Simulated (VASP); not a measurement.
# CuO (Pm-3m) in VASP: notebook, part 2 of 2

VASP 6.6.1.

## Step 4: Relaxation of cell and atoms, PBE, target pressure 20 GPa, at which the enthalpy is minimised

INCAR reads:

```
ALGO     = Normal         # electronic algorithm
EDIFF    = 1E-6           # SCF threshold, eV
EDIFFG   = -0.01          # ionic threshold
ENCUT    = 600            # plane-wave cutoff, eV
GGA      = PE             # functional
IBRION   = 2              # ionic algorithm
ISIF     = 3              # what is computed and relaxed
ISMEAR   = -1             # smearing method
LASPH    = T              # aspherical terms in the spheres
LCHARG   = F              # write CHGCAR
LREAL    = F              # projectors in reciprocal space
LWAVE    = F              # write WAVECAR
NELM     = 60             # most SCF steps
NSW      = 60             # ionic steps
PREC     = Accurate       # precision mode
PSTRESS  = 200.0        
SIGMA    = 0.05           # smearing width, eV
```

KPOINTS reads:

```
k-points
0
Gamma
  10 10 10
```

POSCAR reads:

```
CuO
1.0
    2.5525506100      0.0000000000      0.0000000000
    0.0000000000      2.5525506100      0.0000000000
    0.0000000000      0.0000000000      2.5525506100
Cu O
1 1
Direct
    0.0000000000      0.0000000000      0.0000000000
    0.5000000000      0.5000000000      0.5000000000
```

Potentials or basis: VASP PAW PBE potentials, release 64 (Cu, O).

Run with:

```bash
$ cat potpaw_PBE.64/Cu/POTCAR potpaw_PBE.64/O/POTCAR > POTCAR
$ mpirun -np 1 vasp_std > vasp.out
```

OUTCAR:

```text
EDIFF = 1E-6
   EDIFFG = -0.01
   ENCUT = 600
   GGA = PE
   IBRION = 2
   ISIF = 3
   ISMEAR = -1
   LASPH = T
   LREAL = F
   NELM = 60
   NSW = 60
   PREC = Accurate
   PSTRESS = 200.0

 ion  position               nearest neighbor table
   1  0.000  0.000  0.000-   2 2.21   2 2.21   2 2.21   2 2.21   2 2.21   2 2.21   2 2.21   2 2.21

   2  0.500  0.500  0.500-   1 2.21   1 2.21   1 2.21   1 2.21   1 2.21   1 2.21   1 2.21   1 2.21

  LATTYP: Found a simple cubic cell.
 ALAT       =     2.5525506100

  Lattice vectors:

 A1 = (   2.5525506100,   0.0000000000,   0.0000000000)
 A2 = (   0.0000000000,   2.5525506100,   0.0000000000)
 A3 = (   0.0000000000,   0.0000000000,   2.5525506100)

Analysis of symmetry for initial positions (statically):
=====================================================================
 Subroutine PRICEL returns:
 Original cell was already a primitive cell.

 Routine SETGRP: Setting up the symmetry group for a
 simple cubic supercell.

 Subroutine GETGRP returns: Found 48 space group operations
 (whereof 48 operations were pure point group operations)
 out of a pool of 48 trial point group operations.

The static configuration has the point symmetry O_h .

Analysis of symmetry for dynamics (positions and initial velocities):
=====================================================================
 Subroutine PRICEL returns:
 Original cell was already a primitive cell.

 Routine SETGRP: Setting up the symmetry group for a
 simple cubic supercell.

 Subroutine GETGRP returns: Found 48 space group operations
 (whereof 48 operations were pure point group operations)
 out of a pool of 48 trial point group operations.

The dynamic configuration has the point symmetry O_h .

 Subroutine INISYM returns: Found 48 space group operations
 (whereof 48 operations are pure point group operations),
 and found     1 'primitive' translations

----------------------------------------------------------------------------------------

                                     Primitive cell

  volume of cell :      16.6312

  direct lattice vectors                    reciprocal lattice vectors
     2.552550610  0.000000000  0.000000000     0.391765004  0.000000000  0.000000000
     0.000000000  2.552550610  0.000000000     0.000000000  0.391765004  0.000000000
     0.000000000  0.000000000  2.552550610     0.000000000  0.000000000  0.391765004

  length of vectors
     2.552550610  2.552550610  2.552550610     0.391765004  0.391765004  0.391765004

  position of ions in fractional coordinates (direct lattice)
     0.000000000  0.000000000  0.000000000
     0.500000000  0.500000000  0.500000000

  ion indices of the primitive-cell ions
   primitive index   ion index
                 1           1
                 2           2

----------------------------------------------------------------------------------------

 KPOINTS: k-points

Automatic generation of k-mesh.
 Grid dimensions read from file:
 generate k-points for:   10   10   10

 Generating k-lattice:

  Cartesian coordinates                     Fractional coordinates (reciprocal lattice)
     0.039176500  0.000000000  0.000000000     0.100000000  0.000000000  0.000000000
[... 48 lines left out ...]
   NGXF,Y,Z  is equivalent  to a cutoff of  26.05, 26.05, 26.05 a.u.
 SYSTEM =  unknown system
   PREC   = accura    normal or accurate (medium, high low for compatibility)
   ISTART =      0    job   : 0-new  1-cont  2-samecut
   ICHARG =      2    charge: 1-file 2-atom 10-const
   ISPIN  =      1    spin polarized calculation?
   LNONCOLLINEAR =      F non collinear calculations
   LSORBIT =      F    spin-orbit coupling
   LASPH  =      T    aspherical Exc in radial PAW
   ENCUT  =  600.0 eV  44.10 Ry    6.64 a.u.   5.10  5.10  5.10*2*pi/ulx,y,z
   NELM   =     60;   NELMIN=  2; NELMDL= -5     # of ELM steps
   EDIFF  = 0.1E-05   stopping-criterion for ELM
   LREAL  =      F    real-space projection
   EDIFFG = -.1E-01   stopping-criterion for IOM
   NSW    =     60    number of steps for IOM
   IBRION =      2    ionic relax: 0-MD 1-quasi-New 2-CG
   NFREE  =      1    steps in history (QN), initial steepest desc. (CG)
   ISIF   =      3    stress and relaxation
   ISYM   =      2    0-nonsym 1-usesym 2-fastsym
   POTIM  = 0.5000    time-step for ionic-motion
   TEBEG  =    0.0;   TEEND  =   0.0 temperature during run
   PSTRESS=  200.0 pullay stress
   NELECT =      17.0000    total number of electrons
   NUPDOWN=      -1.0000    fix difference up-down
   EMIN   =  10.00;   EMAX   =-10.00  energy-range for DOS
   EFERMI =   0.00;   METHOD = LEGACY
   ISMEAR =    -1;   SIGMA  =   0.05  broadening in eV -4-tet -1-fermi 0-gaus
   EFERMI_NEDOS =   21; number of points for ismear=-14 and -15
   IALGO  =     38    algorithm
   IMIX   =      4    mixing-type and parameters
     AMIX     =   0.40;   BMIX     =  1.00
     AMIX_MAG =   1.60;   BMIX_MAG =  1.00
  volume/ion in A,a.u.               =       8.32        56.12
  Fermi-wavevector in a.u.,A,eV,Ry     =   1.649112  3.116370 37.001994  2.719570
  Thomas-Fermi vector in A             =   2.738287
   LORBIT       =      0    0 simple, 1 ext, 2 COOP (PROOUT), +10 PAW based schemes
   GGA     = PE    functional components
   LHFCALC =     F    Hartree Fock is set to
   AEXX    =    0.0000 exact exchange contribution
   IVDW    =     0    specifies the selected vdW correction
   LEPSILON=     F    determine dielectric tensor
   LRPA    =     F    only Hartree local field effects (RPA)
 conjugate gradient relaxation of ions
 non-spin polarized calculation
  energy-cutoff  :      600.00
  volume of cell :       16.63
 maximum number of plane-waves:       568
   NGX = 11   NGY = 11   NGZ = 11

--------------------------------------- Ionic step        1  -------------------------------------------

 number of electron      16.9999977 magnetization

 Free energy of the ion-electron system (eV)
  ---------------------------------------------------
  ext. energy  EPLUGINS =         0.00000000
  ---------------------------------------------------
  free energy    TOTEN  =        -8.51793108 eV

  energy without entropy =       -8.49527072  energy(sigma->0) =       -8.50660090

------------------------ aborting loop because EDIFF is reached ----------------------------------------

  FORCE on cell =-STRESS in cart. coord.  units (eV):
  Direction    XX          YY          ZZ          XY          YZ          ZX
  --------------------------------------------------------------------------------------
  -------------------------------------------------------------------------------------
  Total        2.1709366      2.1709366      2.1709366      0.0000000     -0.0000000      0.0000000
  in kB      209.1388167    209.1388167    209.1388167      0.0000000     -0.0000000      0.0000000
  external PRESSURE =       9.1388167 kB  Pullay stress =     200.0000000 kB
[... 63 lines left out ...]
--------------------------------------- Ionic step        3  -------------------------------------------

 number of electron      16.9999976 magnetization

 Free energy of the ion-electron system (eV)
  ---------------------------------------------------
  ext. energy  EPLUGINS =         0.00000000
  ---------------------------------------------------
  free energy    TOTEN  =        -8.52521807 eV

  energy without entropy =       -8.50243200  energy(sigma->0) =       -8.51382503

 E-fermi :   7.6442     XC(G=0): -13.3274

 val. band max:        7.6226039412   @ k =   0.5000   0.1000   0.0000
 cond. band min:       7.6533916688   @ k =   0.5000   0.4000   0.2000
 fundamental gap:      0.0307877276
 Fermi energy:         7.6441567542

 k-point     1 :       0.0000    0.0000    0.0000
  band No.  band energies     occupation
      1     -12.4507      2.00000
      2       3.9767      2.00000
      3       3.9767      2.00000
      4       5.5566      2.00000
      5       5.5566      2.00000
      6       5.5566      2.00000
      7       5.9076      2.00000
      8       5.9076      2.00000
      9       5.9076      2.00000
     10       8.9017      0.00000
     11      23.8035      0.00000
     12      23.8035      0.00000
[... 331 lines left out ...]
 k-point    24 :       0.3000    0.1000    0.1000
  band No.  band energies     occupation
      1     -11.3876      2.00000
      2       0.9629      2.00000
      3       3.6805      2.00000
      4       4.1042      2.00000
      5       4.5273      2.00000
      6       5.7085      2.00000
      7       5.9521      2.00000
      8       6.8603      2.00000
      9       7.5379      1.78664
     10      13.0587      0.00000
     11      19.6425      0.00000
     12      23.5014      0.00000

 [... further k-points ...]

------------------------ aborting loop because EDIFF is reached ----------------------------------------

  FORCE on cell =-STRESS in cart. coord.  units (eV):
  Direction    XX          YY          ZZ          XY          YZ          ZX
  --------------------------------------------------------------------------------------
  -------------------------------------------------------------------------------------
  Total        2.0854025      2.0854025      2.0854025      0.0000000      0.0000000      0.0000000
  in kB      200.2117191    200.2117191    200.2117191      0.0000000      0.0000000      0.0000000
  external PRESSURE =       0.2117191 kB  Pullay stress =     200.0000000 kB
[... 21 lines left out ...]
  energy  without entropy=       -8.5024319951  energy(sigma->0) =       -8.51382503

  enthalpy is  TOTEN    =        -6.4420208258 eV   P V=        2.0831972463

 reached required accuracy - stopping structural energy minimisation
```

Wall time 14 s (1 thread of Intel Xeon Platinum 8488C (Sapphire Rapids), shared host); peak memory 0.13 GiB.

Results:

| Quantity | Value |
| --- | --- |
| Free energy | -8.5252 eV |
| Relaxed volume | 8.34 Å³/atom |
| Relaxed cell | a = 2.555 Å, b = 2.555 Å, c = 2.555 Å, α = 90.00°, β = 90.00°, γ = 90.00° |
| Space group after relaxing (to 0.05 Å) | Pm-3m (No. 221) |
| Energy change on relaxing (the enthalpy is what falls) | -3.6 meV/atom |
| Ionic steps | 3 |
| Pressure after relaxing | 20.0 GPa |

Step by step:
```csv
step,energy change (eV),largest force (eV/Å),pressure (GPa),volume (Å³)
1,0.0000,0.0000,20.91,16.63
2,-0.0143,0.0000,19.13,16.75
3,-0.0073,0.0000,20.02,16.69
```

Final structure:
```
Cu O
1.0
     2.55547    0.00000    0.00000
     0.00000    2.55547    0.00000
     0.00000    0.00000    2.55547
Cu O
1 1
Cartesian
  0.0000 0.0000 0.0000
  1.2777 1.2777 1.2777
```

Caveat: the cell is relaxed towards a set pressure, so the enthalpy falls and the energy may rise; an odd number of electrons without spin polarisation forces a metal; a magnetic or distorted state may lie lower; semilocal functionals often make such compounds metallic where correlation or magnetic order opens a gap, which also shifts bond lengths. With open d or f shells a metallic result of PBE can be an artefact of self-interaction; +U or a hybrid may open a gap.

## Step 5: Relaxation of cell and atoms, PBE, target pressure 30 GPa, at which the enthalpy is minimised

INCAR reads:

```
PREC     = Accurate       # precision mode
ENCUT    = 600            # plane-wave cutoff, eV
EDIFF    = 1E-6           # SCF threshold, eV
ISMEAR   = -1             # smearing method
SIGMA    = 0.05           # smearing width, eV
LREAL    = False          # projectors in reciprocal space
LASPH    = True           # aspherical terms in the spheres
NELM     = 60             # most SCF steps
ALGO     = Normal         # electronic algorithm
ISIF     = 3              # what is computed and relaxed
LWAVE    = False          # write WAVECAR
LCHARG   = False          # write CHGCAR
GGA      = PE             # functional
IBRION   = 2              # ionic algorithm
NSW      = 60             # ionic steps
EDIFFG   = -0.01          # ionic threshold
PSTRESS  = 300.0
```

KPOINTS reads:

```
regular mesh
0
Gamma
  10 10 10
```

POSCAR is that of step 4.

Run with:

```bash
$ cat potpaw_PBE.64/Cu/POTCAR potpaw_PBE.64/O/POTCAR > POTCAR
$ mpirun -np 1 vasp_std > vasp.out
```

Wall time 16 s (1 thread of Intel Xeon Platinum 8488C (Sapphire Rapids), shared host); peak memory 0.14 GiB.

It converged, with:

```yaml
Free_energy: -8.4360 eV
Relaxed_volume: 8.06 Å³/atom
Relaxed_cell: a = 2.526 Å, b = 2.526 Å, c = 2.526 Å, α = 90.00°, β = 90.00°, γ = 90.00°
Space_group_after_relaxing_to_0.05_Å: Pm-3m (No. 221)
Energy_change_on_relaxing_the_enthalpy_is_what_falls: +41.0 meV/atom
Ionic_steps: 3
Pressure_after_relaxing: 29.9 GPa
```

The path:
```tsv
step	energy change (eV)	largest force (eV/Å)	pressure (GPa)	volume (Å³)
1	0.0000	0.0000	20.91	16.63
2	0.2143	0.0000	42.36	15.52
3	0.0820	0.0000	29.90	16.11
```

Final structure:
```xyz
2
Lattice="2.5257 0.0000 0.0000 0.0000 2.5257 0.0000 0.0000 0.0000 2.5257" Properties=species:S:1:pos:R:3 pbc="T T T"
Cu    0.0000    0.0000    0.0000
O     1.2629    1.2629    1.2629
```

Levels at points of the mesh, in eV from the Fermi level:
| k point | band 5 | band 6 | band 7 | band 8 | band 9 | band 10 | band 11 | band 12 |
| --- | --- | --- | --- | --- | --- | --- | --- | --- |
| (0.00, 0.00, 0.00) | -2.21 | -2.21 | -1.81 | -1.81 | -1.81 | 1.48 | 16.33 | 16.33 |
| (0.50, 0.00, 0.00) | -3.53 | -1.73 | -1.26 | 0.48 | 0.48 | 7.15 | 8.99 | 17.84 |
| (0.50, 0.50, 0.00) | -2.36 | -2.36 | -2.31 | -1.28 | -1.11 | 5.72 | 12.37 | 12.37 |
| (0.50, 0.50, 0.50) | -1.25 | -1.25 | 0.39 | 0.39 | 0.39 | 7.13 | 7.13 | 7.13 |

Caveat: the cell is relaxed towards a set pressure, so the enthalpy falls and the energy may rise; an odd number of electrons without spin polarisation forces a metal; a magnetic or distorted state may lie lower; semilocal functionals often make such compounds metallic where correlation or magnetic order opens a gap, which also shifts bond lengths. With open d or f shells a metallic result of PBE can be an artefact of self-interaction; +U or a hybrid may open a gap.

## Step 6: Single point, PBE (volume scaled by 0.94)

INCAR reads:

```
ALGO     = Normal         # electronic algorithm
EDIFF    = 1E-6           # SCF threshold, eV
ENCUT    = 520            # plane-wave cutoff, eV
GGA      = PE             # functional
ISIF     = 2              # what is computed and relaxed
ISMEAR   = -1             # smearing method
LASPH    = T              # aspherical terms in the spheres
LCHARG   = T              # write CHGCAR
LELF     = T              # ELF
LREAL    = F              # projectors in reciprocal space
LVHAR    = T            
LWAVE    = F              # write WAVECAR
NBANDS   = 16             # bands
NELM     = 60             # most SCF steps
PREC     = Accurate       # precision mode
SIGMA    = 0.05           # smearing width, eV
```

KPOINTS reads:

```
k-points
0
Gamma
  10 10 10
```

POSCAR reads:

```
CuO
1.0
    2.5004431193      0.0000000000      0.0000000000
    0.0000000000      2.5004431193      0.0000000000
    0.0000000000      0.0000000000      2.5004431193
Cu O
1 1
Direct
    0.0000000000      0.0000000000      0.0000000000
    0.5000000000      0.5000000000      0.5000000000
```

Potentials or basis: VASP PAW PBE potentials, release 64 (Cu, O).

Run with:

```bash
$ cat potpaw_PBE.64/Cu/POTCAR potpaw_PBE.64/O/POTCAR > POTCAR
$ mpirun -np 1 vasp_std > vasp.out
```

Run time: 11 s. Hardware: 1 thread of Intel Xeon Platinum 8488C (Sapphire Rapids), shared host; peak memory 0.13 GiB.

It converged, with:

| Quantity | Value |
| --- | --- |
| Free energy | -8.3270 eV |
| Pressure | 40.0 GPa |

Levels at points of the mesh, in eV from the Fermi level:
| k point | band 5 | band 6 | band 7 | band 8 | band 9 | band 10 | band 11 | band 12 | band 13 | band 14 |
| --- | --- | --- | --- | --- | --- | --- | --- | --- | --- | --- |
| (0.00, 0.00, 0.00) | -2.32 | -2.32 | -1.87 | -1.87 | -1.87 | 1.69 | 16.48 | 16.48 | 21.92 | 21.92 |
| (0.50, 0.00, 0.00) | -3.68 | -1.79 | -1.30 | 0.50 | 0.50 | 7.34 | 9.28 | 17.88 | 19.01 | 19.01 |
| (0.50, 0.50, 0.00) | -2.46 | -2.46 | -2.37 | -1.32 | -1.18 | 5.85 | 12.64 | 12.64 | 18.55 | 26.40 |
| (0.50, 0.50, 0.50) | -1.28 | -1.28 | 0.42 | 0.42 | 0.42 | 7.15 | 7.15 | 7.15 | 15.35 | 24.26 |

Caveat: the cell differs from its parent crystal (volume scaled by 0.94); an odd number of electrons without spin polarisation forces a metal; a magnetic or distorted state may lie lower; semilocal functionals often make such compounds metallic where correlation or magnetic order opens a gap, which also shifts bond lengths.

## Step 7: The runs side by side

| task | cell | cutoff (eV) | gap on the mesh (eV) | pressure (GPa) |
| --- | --- | --- | --- | --- |
| relaxation of cell and atoms | relaxed to 5 GPa from a = 2.553 Å, 2 atoms | 600 | none | 5.1 |
| relaxation of cell and atoms | relaxed to 10 GPa from a = 2.553 Å, 2 atoms | 600 | none | 10.0 |
| relaxation of cell and atoms | relaxed to 20 GPa from a = 2.553 Å, 2 atoms | 600 | none | 20.0 |
| relaxation of cell and atoms | relaxed to 30 GPa from a = 2.553 Å, 2 atoms | 600 | none | 29.9 |
| single point | a = 2.500 Å, 2 atoms | 520 | none | 40.0 |

Alike in all rows: level PBE; potentials or basis VASP PAW PBE potentials, release 64 (Cu, O); no spin polarisation; k mesh 10 × 10 × 10; smearing fermi-dirac 0.05 eV.

Caveats: an odd number of electrons without spin polarisation forces a metal; a magnetic or distorted state may lie lower; semilocal functionals often make such compounds metallic where correlation or magnetic order opens a gap, which also shifts bond lengths; the cell is relaxed towards a set pressure, so the enthalpy falls and the energy may rise (some runs).

Absolute energies hang on the potentials; compare differences alone.
